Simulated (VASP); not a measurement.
## H22CO11: single point with PBE

H22CO11:

```
CELL_PARAMETERS angstrom
7.12037 0.00000 0.00000
0.00000 7.12037 0.00000
0.00000 0.00000 7.12037
ATOMIC_POSITIONS crystal
O 0.64839 0.41327 0.09085
O 0.29859 0.60250 0.02820
O 0.69442 0.04922 0.02718
O 0.52618 0.37693 0.49193
O 0.09542 0.08075 0.20863
O 0.56791 0.78131 0.27218
O 0.96502 0.43617 0.81468
O 0.34962 0.12368 0.92634
O 0.70046 0.87633 0.60786
O 0.98687 0.15437 0.55986
O 0.28949 0.73411 0.61359
H 0.63785 0.42423 0.22635
H 0.66721 0.27824 0.06789
H 0.32306 0.65539 0.90225
H 0.41106 0.53114 0.05657
H 0.73308 0.01423 0.90109
H 0.54749 0.04272 0.01637
H 0.49049 0.30480 0.60643
H 0.47922 0.49531 0.53532
H 0.97570 0.05675 0.15166
H 0.05719 0.11303 0.34193
H 0.44051 0.76995 0.21233
H 0.63985 0.87191 0.18915
H 0.86135 0.38377 0.88101
H 0.05645 0.47259 0.89914
H 0.26017 0.11418 0.04253
H 0.29154 0.01353 0.87052
H 0.59091 0.90542 0.67912
H 0.63678 0.86349 0.47516
H 0.97162 0.27374 0.60479
H 0.87855 0.07824 0.60445
H 0.15957 0.72215 0.36544
H 0.00667 0.77854 0.58237
C 0.14697 0.73495 0.52115
```

```json
{"Program": "VASP 6.6.1", "Task": "single point", "Functional": "PBE", "Potentials or basis": "VASP PAW PBE potentials, release 64 (O, H, C)", "Cutoff": "520 eV", "k mesh": "1 × 1 × 1", "Occupations": "fermi-dirac, width 0.05 eV", "Spin": "no spin polarisation", "Dipole correction": "no", "Further INCAR settings": "LREAL = Auto; ALGO = Normal; EDIFF = 1e-06; NBANDS = 69"}
```

| Item | Value |
| --- | --- |
| Pressure | 1.2 GPa |
| Largest force | 4.324 eV/Å |
| Band gap on the k mesh | 3.76 eV |

Forces on the atoms (eV/Å):
```
O   -0.140  0.282 -0.263
O   -0.685  0.954 -0.500
O   -0.992 -0.591  0.092
O   -0.289 -1.162  1.218
O    0.399 -0.024  0.560
O   -0.173  0.902 -0.676
O   -1.318 -0.416 -2.955
O   -1.164 -1.014  1.575
O    0.053  0.262 -1.623
O    0.076 -4.093 -1.393
O    1.175 -0.388  1.362
H    0.118  0.048  0.368
H   -0.095  0.038  0.141
H   -0.183 -0.185  0.275
H    0.851 -0.796 -0.017
H    0.290 -0.181 -0.174
H    0.927  0.724 -0.408
H    0.381 -0.120 -0.979
H   -0.161  1.378 -0.229
H   -0.697 -0.126 -0.527
H    0.381  0.166 -0.173
H    0.889 -0.007  0.364
H   -0.534 -0.916  0.432
H   -0.693  0.137  0.916
H    2.096  0.717  2.205
H    0.736  0.982 -0.342
H    0.126 -0.248 -1.051
H   -0.929  0.029  0.717
H    0.733 -0.347  1.050
H   -0.263  3.613  1.645
H    0.265  0.154 -0.524
H   -0.338 -0.390  0.030
H    0.493 -0.659 -0.227
C   -1.335  1.277 -0.888
```

Stress tensor (GPa, compression positive):
```
 0.46 -0.63  1.10
-0.63  2.84  1.55
 1.10  1.55  0.33
```

Levels at points of the mesh, in eV from the valence-band top:
```tsv
k point	band 42	band 43	band 44	band 45	band 46	band 47	band 48	band 49	band 50	band 51
(0.00, 0.00, 0.00)	-0.64	-0.58	-0.39	-0.21	0.00	3.76	4.39	6.89	7.23	7.31
```

Wall time 31 s on 1 thread of Intel(R) Xeon(R) 6975P-C (Granite Rapids), with other jobs on the host, peak memory 0.36 GiB.

Caveat: the k points lie up to 0.88 Å⁻¹ apart.
